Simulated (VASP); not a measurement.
A run of VASP 6.6.1 is set up as follows.

The input INCAR:

```
SYSTEM = MgS
ALGO = Normal ; EDIFF = 1E-8
ENCUT = 520 ; GGA = PE
ISIF = 2 ; ISMEAR = -1
LASPH = .TRUE. ; LCHARG = .FALSE.
LEFG = .TRUE. ; LREAL = .FALSE.
LWAVE = .FALSE. ; NBANDS = 11
NELM = 80 ; PREC = Accurate
SIGMA = 0.05
```

File KPOINTS:

```
k-points
0
G
  13 13 13
  0 0 0
```

The input POSCAR:

```
MgS
1.0
    0.0000000000      2.8000877089      2.8000877089
    2.8000877089      0.0000000000      2.8000877089
    2.8000877089      2.8000877089      0.0000000000
Mg S
1 1
Direct
    0.0000000000      0.0000000000      0.0000000000
    0.2500000000      0.2500000000      0.2500000000
```

Potentials or basis: VASP PAW PBE potentials, release 64 (Mg, S).

Launch:

```sh
$ cat potpaw_PBE.64/Mg/POTCAR potpaw_PBE.64/S/POTCAR > POTCAR
$ mpirun -np 1 vasp_std > vasp.out
```

Predict the band gap on the k mesh.

3.62 eV, direct.

What does it give for the pressure?

3.0 GPa.

Caveat: without QUAD_EFG the Cq values of the log hold for a quadrupole moment of 1 mb, not for the nuclei. A k mesh can miss the band edges.
